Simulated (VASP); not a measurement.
# Hf (P6_3/mmc) in VASP: further runs, part 2 of 2

VASP 6.6.1. Earlier steps stand in the parts before.

## 4. Single point, RPBE

INCAR reads:

```
  ALGO = Normal
  EDIFF = 1E-6
  ENCUT = 520
  GGA = RP
  ISIF = 2
  ISMEAR = -1
  LASPH = T
  LCHARG = T
  LELF = T
  LREAL = F
  LVHAR = T
  LWAVE = F
  NBANDS = 17
  NELM = 100
  PREC = Accurate
  SIGMA = 0.05
```

KPOINTS reads:

```
k-points
0
Gamma
  6 6 3
```

POSCAR reads:

```
Hf
1.0
    3.1967000000      0.0000000000      0.0000000000
   -1.5983500000      2.7684234083      0.0000000000
    0.0000000000      0.0000000000      5.0578000000
Hf
2
Direct
    0.6666666667      0.3333333333      0.7500000000
    0.3333333333      0.6666666667      0.2500000000
```

Potentials or basis: VASP PAW PBE potentials, release 64 (Hf_pv).

Launch:

```console
$ cat potpaw_PBE.64/Hf_pv/POTCAR > POTCAR
$ mpirun -np 1 vasp_std > vasp.out
```

OUTCAR:

```text
EDIFF = 1E-6
   ENCUT = 520
   GGA = RP
   ISIF = 2
   ISMEAR = -1
   LASPH = T
   LREAL = F
   NELM = 100
   PREC = Accurate

 ion  position               nearest neighbor table
   1  0.667  0.333  0.750-   2 3.13   2 3.13   2 3.13   2 3.13   2 3.13   2 3.13
   2  0.333  0.667  0.250-   1 3.13   1 3.13   1 3.13   1 3.13   1 3.13   1 3.13

  LATTYP: Found a hexagonal cell.
 ALAT       =     3.1967000000
 C/A-ratio  =     1.5821941377

  Lattice vectors:

 A1 = (   3.1967000000,   0.0000000000,   0.0000000000)
 A2 = (  -1.5983500000,   2.7684234083,   0.0000000000)
 A3 = (   0.0000000000,   0.0000000000,   5.0578000000)

Analysis of symmetry for initial positions (statically):
=====================================================================
 Subroutine PRICEL returns:
 Original cell was already a primitive cell.

 Routine SETGRP: Setting up the symmetry group for a
 hexagonal supercell.

 Subroutine GETGRP returns: Found 24 space group operations
 (whereof 12 operations were pure point group operations)
[... 151 lines left out ...]
  free energy    TOTEN  =       -18.95899862 eV

  energy without entropy =      -18.93575758  energy(sigma->0) =      -18.94737810

 E-fermi :   5.1028     XC(G=0): -11.2185

 val. band max:        5.0154087181   @ k =   0.1667  -0.0000   0.0000
 cond. band min:       5.1447015759   @ k =   0.3333   0.1667   0.3333
 fundamental gap:      0.1292928578
 Fermi energy:         5.1028374411

 k-point     1 :       0.0000    0.0000    0.0000
  band No.  band energies     occupation
      1     -26.0900      2.00000
      2     -25.3580      2.00000
      3     -25.3580      2.00000
      4     -25.2315      2.00000
      5     -25.2315      2.00000
      6     -25.2305      2.00000
[... 257 lines left out ...]
      4     -25.6134      2.00000
      5     -25.4004      2.00000
      6     -25.4004      2.00000
[... 9 lines left out ...]
     16      10.1981      0.00000
     17      12.2347      0.00000

------------------------ aborting loop because EDIFF is reached ----------------------------------------

  FORCE on cell =-STRESS in cart. coord.  units (eV):
  Direction    XX          YY          ZZ          XY          YZ          ZX
  --------------------------------------------------------------------------------------
  -------------------------------------------------------------------------------------
  Total        1.0137440      1.0137440      1.1184950     -0.0000000      0.0000000      0.0000000
  in kB       36.2863121     36.2863121     40.0358064     -0.0000000      0.0000000      0.0000000
  external PRESSURE =      37.5361435 kB  Pullay stress =       0.0000000 kB

 VOLUME and BASIS-vectors are now :
 -----------------------------------------------------------------------------
  energy-cutoff  :      520.00
  volume of cell :       44.76
      direct lattice vectors                 reciprocal lattice vectors
     3.196700000  0.000000000  0.000000000     0.312822598  0.180608211  0.000000000
    -1.598350000  2.768423408  0.000000000     0.000000000  0.361216423  0.000000000
     0.000000000  0.000000000  5.057800000     0.000000000  0.000000000  0.197714421

 POSITION                                       TOTAL-FORCE (eV/Angst)
 -----------------------------------------------------------------------------------
      1.59835      0.92281      3.79335        -0.000000      0.000000      0.000000
     -0.00000      1.84562      1.26445         0.000000     -0.000000      0.000000
 -----------------------------------------------------------------------------------
    total drift:                               -0.000000      0.000000     -0.000000

  FREE ENERGIE OF THE ION-ELECTRON SYSTEM (eV)
  ---------------------------------------------------
  free  energy   TOTEN  =       -18.9589986212 eV

  energy  without entropy=      -18.9357575845  energy(sigma->0) =      -18.94737810
```

OSZICAR:

```text
N       E                     dE             d eps       ncg     rms          rms(c)
DAV:   1     0.457740540166E+02    0.45774E+02   -0.11259E+04   476   0.111E+03
DAV:   2    -0.179062448377E+02   -0.63680E+02   -0.62298E+02   604   0.240E+02
DAV:   3    -0.195998436658E+02   -0.16936E+01   -0.16736E+01   591   0.263E+01
DAV:   4    -0.196135802340E+02   -0.13737E-01   -0.13727E-01   621   0.288E+00
DAV:   5    -0.196137353462E+02   -0.15511E-03   -0.15507E-03   616   0.258E-01    0.657E+01
DAV:   6    -0.191365173610E+02    0.47722E+00   -0.46239E-01   560   0.449E+00    0.393E+01
DAV:   7    -0.189695070126E+02    0.16701E+00   -0.83130E-01   556   0.577E+00    0.196E+00
DAV:   8    -0.189589042579E+02    0.10603E-01   -0.53952E-02   584   0.151E+00    0.190E-01
DAV:   9    -0.189590089222E+02   -0.10466E-03   -0.11286E-03   664   0.240E-01    0.184E-01
DAV:  10    -0.189589954025E+02    0.13520E-04   -0.90414E-05   560   0.631E-02    0.292E-01
DAV:  11    -0.189589984375E+02   -0.30351E-05   -0.13553E-05   562   0.258E-02    0.124E-02
DAV:  12    -0.189589986212E+02   -0.18365E-06   -0.55093E-07   345   0.518E-03
   1 F= -.18958999E+02 E0= -.18947378E+02  d E =-.232410E-01
```

stdout:

```text
POSCAR found type information on POSCAR Hf
 POSCAR found :  1 types and       2 ions
 scaLAPACK will be used
 -----------------------------------------------------------------------------
|                                                                             |
|                                                                             |
|     You enforced a specific xc type in the INCAR file but a different       |
|     I HOPE YOU KNOW WHAT YOU ARE DOING!                                     |
|                                                                             |
 -----------------------------------------------------------------------------

 LDA part: xc-table for (Slater+PW92), standard interpolation
 POSCAR, INCAR and KPOINTS ok, starting setup
 FFT: planning ... GRIDC
 FFT: planning ... GRID_SOFT
 FFT: planning ... GRID
 WAVECAR not read
 entering main loop
```

It took 17 s on 1 thread of AMD EPYC 7R13 (Zen 3), shared host; peak memory 0.12 GiB.

Results:

```
Free energy            : -18.9590 eV
Pressure               : 3.8 GPa
Band gap on the k mesh : zero (band 10 reaches 6.22 eV, above the bottom of band 11 at 4.93 eV)
```

Caveat: the k points lie up to 0.41 Å⁻¹ apart; the PAW data sets were made with another functional, which shifts forces and pressure a little; spin-orbit coupling is left out, which moves the levels of the heavy elements.

## 5. Overview

| level | gap on the mesh (eV) | pressure (GPa) |
| --- | --- | --- |
| PBE | none | 1.0 |
| PBEsol | none | -3.5 |
| RPBE | none | 3.8 |

Alike in all rows: task single point; potentials or basis VASP PAW PBE potentials, release 64 (Hf_pv); no spin polarisation; cell as given; k mesh 6 × 6 × 3; cutoff (eV) 520; smearing fermi-dirac 0.05 eV.

Caveats: all runs use coarse meshes; spin-orbit coupling is left out, which moves the levels of the heavy elements; the PAW data sets were made with another functional, which shifts forces and pressure a little (some runs).

Total energies depend on the potentials used, so only differences within one code and one set of settings carry meaning.
